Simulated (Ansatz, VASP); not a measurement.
# One calculation of KCl, two programs

Contents of INCAR:

```
PREC     = Accurate       # precision mode
ENCUT    = 520            # plane-wave cutoff, eV
EDIFF    = 1E-6           # SCF threshold, eV
ISMEAR   = 0              # smearing method
SIGMA    = 0.02           # smearing width, eV
LREAL    = F              # projectors in reciprocal space
LASPH    = T              # aspherical terms in the spheres
NELM     = 80             # most SCF steps
ALGO     = Normal         # electronic algorithm
ISIF     = 2              # what is computed and relaxed
LWAVE    = F              # write WAVECAR
LCHARG   = F              # write CHGCAR
GGA      = PS             # functional
NBANDS   = 15             # bands
```

The input KPOINTS:

```
Automatic mesh
0
Gamma
  6 6 6
```

Contents of POSCAR:

```
KCl
1.0
    0.0094367390      3.1527545340      3.1811278730
    3.1729535740      0.0243019700      3.1662626420
    3.1489987750      3.1139345040      0.0482567690
K Cl
1 1
Direct
   -0.0129384367     -0.0032049048      0.0029039004
    0.5129384367      0.5032049048      0.4970960996
```

Input for Ansatz:

```yaml
crystal:
  lattice:
    - [0.009436739, 3.152754534, 3.181127873]
    - [3.172953574, 0.02430197, 3.166262642]
    - [3.148998775, 3.113934504, 0.048256769]
  atoms:
    - { symbol: K, position: [-0.0129384367, -0.0032049048, 0.0029039004] }
    - { symbol: Cl, position: [0.5129384367, 0.5032049048, 0.4970960996] }
basis:
  ecutwfc: 420
kpoints:
  mp_grid: { grid: [6, 6, 6] }
hamiltonian:
  xc: pbesol
scf:
  occupations: { method: gaussian, width: 0.02 }
output:
  forces: true
  stress: true
  eigenvalues: true
  populations: true
```

Change from the starting cell: all atoms moved at random, cell strained at random.

Alike in both runs: task single point; functional PBEsol; k mesh 6 × 6 × 6; occupations gaussian, width 0.02 eV; no spin polarisation.

|  | VASP | Ansatz |
| --- | --- | --- |
| version | VASP 6.6.1 | Ansatz 0.2.0 |
| potentials or method | VASP PAW PBE potentials, release 64 (K_sv, Cl), cutoff 520 eV | scalar-relativistic, plane waves, PAW |
| valence electrons in the cell | 16 | 16 |

|  | VASP | Ansatz | Ansatz less VASP |
| --- | --- | --- | --- |
| gap on the k mesh at the Fermi level (eV) | 5.01 | 5.02 | +0.004 |
| least direct gap on the mesh (eV) | 5.01 | 5.02 | +0.004 |
| pressure (GPa) | -0.2 | -0.2 | -0.04 |
| traceless stress, the component that is largest in VASP (GPa) | -0.28 | -0.27 | +0.006 |
| rms of the force components (eV/Å) | 0.088 | 0.086 | -0.0021 |

VASP's potentials were made for PBE, not for PBEsol. Atom by atom the forces differ by 0.002 eV/Å (rms over components). The functional is the same, so the differences come from potentials, cutoffs and numerics.
